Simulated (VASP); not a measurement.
Input of a VASP 6.6.1 run:

The input INCAR:

```
PREC = Accurate ; ENCUT = 600
EDIFF = 1E-6 ; ISMEAR = 0
SIGMA = 0.1 ; LREAL = F
LASPH = T ; NELM = 80
ALGO = Normal ; ISIF = 3
LWAVE = F ; LCHARG = F
GGA = PE ; IBRION = 2
NSW = 90 ; EDIFFG = -0.04
```

File KPOINTS:

```
Automatic mesh
0
Gamma
  6 6 4
```

The input POSCAR:

```
Al3GaIr
1.0
    3.5542161200      0.0000000000      0.0000000000
    0.0000000000      3.5542161200      0.0000000000
    0.0000000000      0.0000000000      6.0590765800
Al Ga Ir
3 1 1
Direct
    0.0000000000      0.0000000000      0.7653791700
    0.0000000000      0.0000000000      0.2346208300
    0.0000000000      0.0000000000      0.5000000000
    0.5000000000      0.5000000000      0.5000000000
    0.5000000000      0.5000000000      0.0000000000
```

Potentials or basis: VASP PAW PBE potentials, release 64 (Al, Ga_d, Ir).

Run with:

```bash
$ cat potpaw_PBE.64/Al/POTCAR potpaw_PBE.64/Ga_d/POTCAR potpaw_PBE.64/Ir/POTCAR > POTCAR
$ mpirun -np 1 vasp_std > vasp.out
```

Problem. Predict the band gap on the k mesh.

Solution. Zero (an odd number of electrons rules out a gap without spin polarisation).

Problem. Estimate the relaxed volume.

Solution. 18.10 Å³/atom.

Stress tensor (GPa, compression positive):
```
-0.35  0.00  0.00
 0.00 -0.35  0.00
 0.00  0.00 -0.13
```

Caveat: the volume moved by over 15 % at a fixed basis, so the end points are rough; spin-orbit coupling is left out, which moves the levels of the heavy elements.
